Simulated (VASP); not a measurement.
# SnPt3 in VASP: notebook, part 2 of 2

VASP 6.6.1.

### Step 5. Single point, LDA (equal xy, yz and zx shear strains of -1 %)

The input, INCAR:

```
  ALGO = Normal
  EDIFF = 1E-6
  ENCUT = 520
  ISIF = 2
  ISMEAR = -1
  LASPH = True
  LCHARG = False
  LREAL = False
  LWAVE = False
  NBANDS = 30
  NELM = 100
  PREC = Accurate
  SIGMA = 0.05
```

The input, KPOINTS:

```
k-points
0
Gamma
  8 8 8
```

The input, POSCAR:

```
SnPt3
1.0
    4.0000000000     -0.0200000000     -0.0200000000
   -0.0200000000      4.0000000000     -0.0200000000
   -0.0200000000     -0.0200000000      4.0000000000
Sn Pt
1 3
Direct
    0.0000000000      0.0000000000      0.0000000000
    0.0000000000      0.5000000000      0.5000000000
    0.5000000000      0.0000000000      0.5000000000
    0.5000000000      0.5000000000      0.0000000000
```

Potentials or basis: VASP PAW LDA potentials, release 64 (Sn_d, Pt).

The run is started by

```sh
$ cat potpaw_LDA.64/Sn_d/POTCAR potpaw_LDA.64/Pt/POTCAR > POTCAR
$ mpirun -np 1 vasp_std > vasp.out
```

OUTCAR:

```text
EDIFF = 1E-6
   ENCUT = 520
   ISIF = 2
   ISMEAR = -1
   LASPH = True
   LREAL = False
   NELM = 100
   PREC = Accurate

 ion  position               nearest neighbor table
   1  0.000  0.000  0.000-   2 2.81   3 2.81   4 2.81   2 2.81   3 2.81   4 2.81   4 2.84   2 2.84
                             3 2.84   4 2.84   3 2.84   2 2.84
   2  0.000  0.500  0.500-   1 2.81   3 2.81   4 2.81   1 2.81   4 2.81   3 2.81   3 2.84   1 2.84
                             3 2.84   4 2.84   4 2.84   1 2.84
   3  0.500  0.000  0.500-   1 2.81   2 2.81   4 2.81   4 2.81   1 2.81   2 2.81   4 2.84   1 2.84
                             1 2.84   2 2.84   4 2.84   2 2.84
   4  0.500  0.500  0.000-   1 2.81   2 2.81   3 2.81   3 2.81   2 2.81   1 2.81   3 2.84   2 2.84
[... 997 lines left out ...]
  Total       -1.1141332     -1.1141332     -1.1141332      0.2946357      0.2946357      0.2946357
  in kB      -27.8933327    -27.8933327    -27.8933327      7.3764722      7.3764722      7.3764722
  external PRESSURE =     -27.8933327 kB  Pullay stress =       0.0000000 kB

 VOLUME and BASIS-vectors are now :
 -----------------------------------------------------------------------------
  energy-cutoff  :      520.00
  volume of cell :       64.00
      direct lattice vectors                 reciprocal lattice vectors
     4.000000000 -0.020000000 -0.020000000     0.250012563  0.001256345  0.001256345
    -0.020000000  4.000000000 -0.020000000     0.001256345  0.250012563  0.001256345
    -0.020000000 -0.020000000  4.000000000     0.001256345  0.001256345  0.250012563

 POSITION                                       TOTAL-FORCE (eV/Angst)
 -----------------------------------------------------------------------------------
      0.00000      0.00000      0.00000        -0.000000     -0.000000      0.000000
     -0.02000      1.99000      1.99000        -0.000000     -0.000000     -0.000000
      1.99000     -0.02000      1.99000         0.000000      0.000000     -0.000000
      1.99000      1.99000     -0.02000         0.000000     -0.000000      0.000000
 -----------------------------------------------------------------------------------
    total drift:                                0.000000      0.000000     -0.000000

  FREE ENERGIE OF THE ION-ELECTRON SYSTEM (eV)
  ---------------------------------------------------
  free  energy   TOTEN  =       -28.5778167799 eV

  energy  without entropy=      -28.5680237837  energy(sigma->0) =      -28.57292028
```

stdout:

```text
POSCAR found type information on POSCAR SnPt
 POSCAR found :  2 types and       4 ions
 scaLAPACK will be used
 LDA part: xc-table for (Slater(with rela. corr.)+CA(PZ))
 , standard interpolation
 POSCAR, INCAR and KPOINTS ok, starting setup
 FFT: planning ... GRIDC
 FFT: planning ... GRID_SOFT
 FFT: planning ... GRID
 WAVECAR not read
 entering main loop
```

Wall time 2.3 min (1 thread of Intel Xeon Platinum 8488C (Sapphire Rapids), shared host); peak memory 0.22 GiB.

What came out:

```yaml
Free_energy: -28.5778 eV
Pressure: -2.8 GPa
Band_gap_on_the_k_mesh: zero (band 22 reaches 11.95 eV, above the bottom of band 23 at 11.53 eV)
```

Caveat: the cell differs from its parent crystal (equal xy, yz and zx shear strains of -1 %); spin-orbit coupling is left out, which moves the levels of the heavy elements.

### Step 6. Single point, LDA (equal xy, yz and zx shear strains of +1 %)

The input, INCAR:

```
SYSTEM = SnPt3
ALGO     = Normal         ! electronic algorithm
EDIFF    = 1E-6           ! SCF threshold, eV
ENCUT    = 520            ! plane-wave cutoff, eV
GGA      = CA             ! functional
ISIF     = 2              ! what is computed and relaxed
ISMEAR   = -1             ! smearing method
LASPH    = .TRUE.         ! aspherical terms in the spheres
LCHARG   = .FALSE.        ! write CHGCAR
LREAL    = .FALSE.        ! projectors in reciprocal space
LWAVE    = .FALSE.        ! write WAVECAR
NBANDS   = 30             ! bands
NELM     = 60             ! most SCF steps
PREC     = Accurate       ! precision mode
SIGMA    = 0.05           ! smearing width, eV
```

The input, KPOINTS:

```
k-points
0
G
  8 8 8
  0 0 0
```

The input, POSCAR:

```
SnPt3
1.0
    4.0000000000      0.0200000000      0.0200000000
    0.0200000000      4.0000000000      0.0200000000
    0.0200000000      0.0200000000      4.0000000000
Sn Pt
1 3
Direct
    0.0000000000      0.0000000000      0.0000000000
    0.0000000000      0.5000000000      0.5000000000
    0.5000000000      0.0000000000      0.5000000000
    0.5000000000      0.5000000000      0.0000000000
```

Potentials or basis: VASP PAW LDA potentials, release 64 (Sn_d, Pt).

The run is started by

```sh
$ cat potpaw_LDA.64/Sn_d/POTCAR potpaw_LDA.64/Pt/POTCAR > POTCAR
$ mpirun -np 1 vasp_std > vasp.out
```

OUTCAR:

```text
SYSTEM = SnPt3
   EDIFF = 1E-6
   ENCUT = 520
   GGA = CA
   ISIF = 2
   ISMEAR = -1
   LASPH = .TRUE.
   LREAL = .FALSE.
   NELM = 60
   PREC = Accurate

 ion  position               nearest neighbor table
   1  0.000  0.000  0.000-   2 2.81   3 2.81   2 2.81   4 2.81   3 2.81   4 2.81   2 2.84   2 2.84
                             3 2.84   3 2.84   4 2.84   4 2.84
   2  0.000  0.500  0.500-   1 2.81   4 2.81   1 2.81   3 2.81   3 2.81   4 2.81   1 2.84   1 2.84
                             4 2.84   4 2.84   3 2.84   3 2.84
[... 997 lines left out ...]
  Direction    XX          YY          ZZ          XY          YZ          ZX
  --------------------------------------------------------------------------------------
  -------------------------------------------------------------------------------------
  Total       -1.1143534     -1.1143534     -1.1143534     -0.3005048     -0.3005048     -0.3005048
  in kB      -27.8988308    -27.8988308    -27.8988308     -7.5234056     -7.5234056     -7.5234056
  external PRESSURE =     -27.8988308 kB  Pullay stress =       0.0000000 kB

 VOLUME and BASIS-vectors are now :
 -----------------------------------------------------------------------------
  energy-cutoff  :      520.00
  volume of cell :       64.00
      direct lattice vectors                 reciprocal lattice vectors
     4.000000000  0.020000000  0.020000000     0.250012438 -0.001243843 -0.001243843
     0.020000000  4.000000000  0.020000000    -0.001243843  0.250012438 -0.001243843
     0.020000000  0.020000000  4.000000000    -0.001243843 -0.001243843  0.250012438

 POSITION                                       TOTAL-FORCE (eV/Angst)
 -----------------------------------------------------------------------------------
      0.00000      0.00000      0.00000         0.000000      0.000000     -0.000000
      0.02000      2.01000      2.01000        -0.000000      0.000000      0.000000
      2.01000      0.02000      2.01000         0.000000     -0.000000     -0.000000
      2.01000      2.01000      0.02000        -0.000000      0.000000     -0.000000
 -----------------------------------------------------------------------------------
    total drift:                                0.000000      0.000000     -0.000000

  FREE ENERGIE OF THE ION-ELECTRON SYSTEM (eV)
  ---------------------------------------------------
  free  energy   TOTEN  =       -28.5777880773 eV

  energy  without entropy=      -28.5679300089  energy(sigma->0) =      -28.57285904
```

OSZICAR:

```text
N       E                     dE             d eps       ncg     rms          rms(c)
DAV:   1     0.407313826134E+03    0.40731E+03   -0.21006E+04  4194   0.198E+03
DAV:   2     0.136624633442E+02   -0.39365E+03   -0.37188E+03  4158   0.532E+02
DAV:   3    -0.283326007574E+02   -0.41995E+02   -0.40441E+02  4410   0.132E+02
DAV:   4    -0.296209240685E+02   -0.12883E+01   -0.12851E+01  4502   0.235E+01
DAV:   5    -0.296562682057E+02   -0.35344E-01   -0.35341E-01  4922   0.414E+00    0.191E+01
DAV:   6    -0.287249394289E+02    0.93133E+00   -0.22174E+00  4416   0.973E+00    0.954E+00
DAV:   7    -0.285950469912E+02    0.12989E+00   -0.14950E-01  5222   0.415E+00    0.387E+00
DAV:   8    -0.285793730190E+02    0.15674E-01   -0.27273E-02  5068   0.113E+00    0.355E-01
DAV:   9    -0.285777840921E+02    0.15889E-02   -0.62568E-03  5008   0.887E-01    0.592E-02
DAV:  10    -0.285777893175E+02   -0.52255E-05   -0.17239E-04  5116   0.123E-01    0.194E-02
DAV:  11    -0.285777882186E+02    0.10989E-05   -0.99166E-06  5138   0.240E-02    0.471E-03
DAV:  12    -0.285777880773E+02    0.14127E-06   -0.71129E-07  2712   0.782E-03
   1 F= -.28577788E+02 E0= -.28572859E+02  d E =-.985807E-02
```

It took 2.5 min on 1 thread of Intel Xeon Platinum 8488C (Sapphire Rapids), shared host; peak memory 0.23 GiB.

What came out:

- Free energy: -28.5778 eV
- Pressure: -2.8 GPa
- Band gap on the k mesh: zero (band 22 reaches 11.95 eV, above the bottom of band 23 at 11.46 eV)

Stress tensor (GPa, compression positive):
```
-2.79 -0.75 -0.75
-0.75 -2.79 -0.75
-0.75 -0.75 -2.79
```

Caveat: the cell differs from its parent crystal (equal xy, yz and zx shear strains of +1 %); spin-orbit coupling is left out, which moves the levels of the heavy elements.

### Step 7. The runs side by side

| cell | cutoff (eV) | gap on the mesh (eV) | pressure (GPa) |
| --- | --- | --- | --- |
| a = 4.026 Å, 4 atoms | 500 | none | -7.1 |
| a = 4.078 Å, 4 atoms | 500 | none | -14.2 |
| a = 4.000 Å, angles 91.1°, 4 atoms | 520 | none | -2.6 |
| a = 4.000 Å, angles 90.6°, 4 atoms | 520 | none | -2.8 |
| a = 4.000 Å, angles 89.4°, 4 atoms | 520 | none | -2.8 |

Alike in all rows: task single point; level LDA; potentials or basis VASP PAW LDA potentials, release 64 (Sn_d, Pt); no spin polarisation; k mesh 8 × 8 × 8; smearing fermi-dirac 0.05 eV.

Caveats: spin-orbit coupling is left out, which moves the levels of the heavy elements.

Absolute energies hang on the potentials; compare differences alone.
